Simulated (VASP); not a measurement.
Input of a VASP 6.6.1 run:

Contents of INCAR:

```
SYSTEM = CaAlO4
ALGO = Fast
EDIFF = 1E-6
EDIFFG = -0.04
ENCUT = 600
GGA = PE
IBRION = 2
ISIF = 3
ISMEAR = 0
ISPIN = 2
LASPH = .TRUE.
LCHARG = .FALSE.
LORBIT = 11
LREAL = .FALSE.
LWAVE = .FALSE.
MAGMOM = 0 0 1 1 1 1
NELM = 150
NSW = 90
PREC = Accurate
SIGMA = 0.1
```

KPOINTS

```
k-points
0
G
  4 4 4
  0 0 0
```

The input POSCAR:

```
CaAlO4
1.0
    4.3063790800      0.0000000000      0.0000000000
    0.0000000000      4.3063790800      0.0000000000
    0.0000000000      0.0000000000      4.3063790800
Ca Al O
1 1 4
Direct
    0.0000000000      0.0000000000      0.0000000000
    0.5000000000      0.5000000000      0.5000000000
    0.7495894800      0.7495894800      0.7495894800
    0.2504105200      0.2504105200      0.7495894800
    0.2504105200      0.7495894800      0.2504105200
    0.7495894800      0.2504105200      0.2504105200
```

Potentials or basis: VASP PAW PBE potentials, release 64 (Ca_sv, Al, O).

The run is started by

```bash
$ cat potpaw_PBE.64/Ca_sv/POTCAR potpaw_PBE.64/Al/POTCAR potpaw_PBE.64/O/POTCAR > POTCAR
$ mpirun -np 1 vasp_std > vasp.out
```

**Question.** Predict the relaxed cell.

**Answer.** a = 4.625 Å, b = 4.625 Å, c = 4.625 Å, α = 90.00°, β = 90.00°, γ = 90.00°.

**Question.** What does it give for the site moments?

**Answer.** Ca -0.01; Al -0.03; O +0.62 μB.

**Question.** Predict the band gap on the k mesh.

**Answer.** Zero (filled and empty bands overlap).

Final structure:
```yaml
crystal:
  lattice:
    - [4.62488, 0.00000, 0.00000]
    - [0.00000, 4.62488, 0.00000]
    - [0.00000, 0.00000, 4.62488]
  atoms:
    - { symbol: Ca, position: [0.00000, 0.00000, 0.00000] }
    - { symbol: Al, position: [0.50000, 0.50000, 0.50000] }
    - { symbol: O, position: [0.71913, 0.71913, 0.71913] }
    - { symbol: O, position: [0.28087, 0.28087, 0.71913] }
    - { symbol: O, position: [0.28087, 0.71913, 0.28087] }
    - { symbol: O, position: [0.71913, 0.28087, 0.28087] }
```

Caveat: the k points lie up to 0.34 Å⁻¹ apart in the final cell.
